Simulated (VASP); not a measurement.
A run of VASP 6.6.1:

File INCAR:

```
SYSTEM = K2H
ALGO = Normal ; EDIFF = 1E-7
ENCUT = 520 ; GGA = PE
ISIF = 2 ; ISMEAR = 0
LASPH = .True. ; LCHARG = .True.
LELF = .True. ; LREAL = .False.
LVHAR = .True. ; LWAVE = .False.
NBANDS = 28 ; NELM = 80
PREC = Accurate ; SIGMA = 0.1
```

KPOINTS

```
k-points
0
Gamma
  4 4 4
  0 0 0
```

The input POSCAR:

```
K2H
1.0
    0.0000000000      4.2802187600      4.2802187600
    4.2802187600      0.0000000000      4.2802187600
    4.2802187600      4.2802187600      0.0000000000
K H
4 2
Direct
    0.6250000000      0.6250000000      0.6250000000
    0.1250000000      0.6250000000      0.6250000000
    0.6250000000      0.6250000000      0.1250000000
    0.6250000000      0.1250000000      0.6250000000
    0.0000000000      0.0000000000      0.0000000000
    0.2500000000      0.2500000000      0.2500000000
```

Potentials or basis: VASP PAW PBE potentials, release 64 (K_sv, H).

Launch:

```sh
$ cat potpaw_PBE.64/K_sv/POTCAR potpaw_PBE.64/H/POTCAR > POTCAR
$ mpirun -np 1 vasp_std > vasp.out
```

Hardware: 1 thread of Intel Xeon 8259CL (shared host).

Estimate the wall time of this run.

Wall time 120 s on 1 thread of Intel Xeon 8259CL, on a shared host, peak memory 0.32 GiB. Counts: scf iterations 19, k points 8.
